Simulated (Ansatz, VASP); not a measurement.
Ir in VASP and in Ansatz

File POSCAR:

```
Ir
1.0
    2.7906299384      0.0000000000      0.0000000000
   -1.3953149692      2.4167564192      0.0000000000
    0.0000000000      0.0000000000      9.1216499462
Ir
4
Direct
    0.0000000000      0.0000000000      1.0000000000
    0.0000000000      0.0000000000      0.5000000000
    0.3333333333      0.6666666667      0.2500000000
    0.6666666667      0.3333333333      0.7500000000
```

INCAR.step1

```
  PREC = Accurate
  ENCUT = 520
  ISMEAR = -1
  SIGMA = 0.1
  LREAL = False
  LASPH = True
  NELM = 100
  NBANDS = 26
  GGA = PE
  ALGO = Normal
  EDIFF = 1E-4
  LWAVE = True
  LCHARG = False
```

The input INCAR.step2:

```
  PREC = Accurate
  ENCUT = 520
  EDIFF = 1E-6
  ISMEAR = -1
  SIGMA = 0.1
  LREAL = False
  LASPH = True
  NELM = 100
  ALGO = Normal
  ISIF = 2
  LWAVE = False
  LCHARG = False
  METAGGA = R2SCAN
  LMIXTAU = True
  NBANDS = 26
  ISTART = 1
```

KPOINTS

```
regular mesh
0
Gamma
  15 15 4
```

Input for Ansatz:

```yaml
crystal:
  lattice:
    - [2.7906299384, 0.0, 0.0]
    - [-1.3953149692, 2.4167564192, 0.0]
    - [0.0, 0.0, 9.1216499462]
  atoms:
    - { symbol: Ir, position: [0.0, 0.0, 1.0] }
    - { symbol: Ir, position: [0.0, 0.0, 0.5] }
    - { symbol: Ir, position: [0.3333333333, 0.6666666667, 0.25] }
    - { symbol: Ir, position: [0.6666666667, 0.3333333333, 0.75] }
hamiltonian:
  xc: r2scan
  pseudopotentials:
    kind: paw
    azcp:
      Ir: "pseudopotentials/Ir.paw.azcp"
basis:
  ecutwfc: 500
  fft_grid_basis: typed
kpoints:
  mp_grid: { grid: [15, 15, 4], shift: [0, 0, 0] }
magnetization:
  spin_polarized: false
scf:
  occupations: { method: fermi_dirac, width: 0.1 }
  lower_state_search: "off"
output:
  stress: true
```

Alike in both runs: task single point; functional r2SCAN; k mesh 15 × 15 × 4; occupations fermi-dirac, width 0.1 eV; no spin polarisation.

```csv
,VASP,Ansatz
version,VASP 6.6.1,Ansatz 0.2.0
potentials or method,"VASP PAW PBE potentials, release 64 (Ir), cutoff 520 eV","plane waves (500 eV) with PAW, scalar-relativistic"
valence electrons in the cell,36,68
```

Ansatz gave:

* pressure (GPa): -23.8
* traceless stress, the component that is largest in VASP (GPa): -0.14

Task: Which values does VASP return?

Result: Pressure (GPa): -22.1; traceless stress, the component that is largest in VASP (GPa): -0.11.

VASP's potentials were made for PBE, not for r2SCAN. VASP's potentials hold 36 valence electrons a cell and Ansatz's 68, so a difference there can come from the potentials and not from the codes.

Spin-orbit coupling is off throughout.
